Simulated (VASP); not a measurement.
Input of a VASP 6.6.1 run:

Contents of POSCAR:

```
SrTiO3
1.0
    3.9022219870      0.0000000000      0.0000000000
    0.0000000000      3.9022219870      0.0000000000
    0.0000000000      0.0000000000      3.9022219870
Sr Ti O
1 1 3
Direct
    0.5000000000      0.5000000000      0.5000000000
    0.0000000000      0.0000000000      0.0000000000
    0.5000000000      0.0000000000      0.0000000000
    0.0000000000      0.5000000000      0.0000000000
    0.0000000000      0.0000000000      0.5000000000
```

The input INCAR.step1:

```
SYSTEM = SrTiO3
PREC     = Accurate       ! precision mode
ENCUT    = 520            ! plane-wave cutoff, eV
ISMEAR   = 0              ! smearing method
SIGMA    = 0.1            ! smearing width, eV
LREAL    = .FALSE.        ! projectors in reciprocal space
LASPH    = .TRUE.         ! aspherical terms in the spheres
NELM     = 60             ! most SCF steps
NBANDS   = 28             ! bands
GGA      = PE             ! functional
ALGO     = Normal         ! electronic algorithm
EDIFF    = 1E-4           ! SCF threshold, eV
LWAVE    = .TRUE.         ! write WAVECAR
LCHARG   = .FALSE.        ! write CHGCAR
```

The input INCAR.step2:

```
SYSTEM = SrTiO3
PREC     = Accurate       ! precision mode
ENCUT    = 520            ! plane-wave cutoff, eV
EDIFF    = 1E-6           ! SCF threshold, eV
ISMEAR   = 0              ! smearing method
SIGMA    = 0.1            ! smearing width, eV
LREAL    = .FALSE.        ! projectors in reciprocal space
LASPH    = .TRUE.         ! aspherical terms in the spheres
NELM     = 60             ! most SCF steps
ALGO     = Normal         ! electronic algorithm
ISIF     = 2              ! what is computed and relaxed
LWAVE    = .FALSE.        ! write WAVECAR
LCHARG   = .TRUE.         ! write CHGCAR
METAGGA  = R2SCAN         ! meta-GGA
LMIXTAU  = .TRUE.       
LELF     = .TRUE.         ! ELF
LVHAR    = .TRUE.       
NBANDS   = 28             ! bands
ISTART   = 1
```

KPOINTS

```
Automatic mesh
0
G
  6 6 6
  0 0 0
```

Potentials or basis: VASP PAW PBE potentials, release 64 (Sr_sv, Ti_sv, O).

Command:

```bash
$ cat potpaw_PBE.64/Sr_sv/POTCAR potpaw_PBE.64/Ti_sv/POTCAR potpaw_PBE.64/O/POTCAR > POTCAR
$ cp INCAR.step1 INCAR
$ mpirun -np 1 vasp_std > vasp.out
$ cp INCAR.step2 INCAR
$ mpirun -np 1 vasp_std > vasp.out
```

Q: Predict the pressure.

A: 1.6 GPa.

Q: Predict the band gap on the k mesh.

A: 2.28 eV (least direct gap 2.66 eV).

Caveat: the PAW data sets were made with another functional, which shifts forces and pressure a little. A k mesh can miss the band edges.
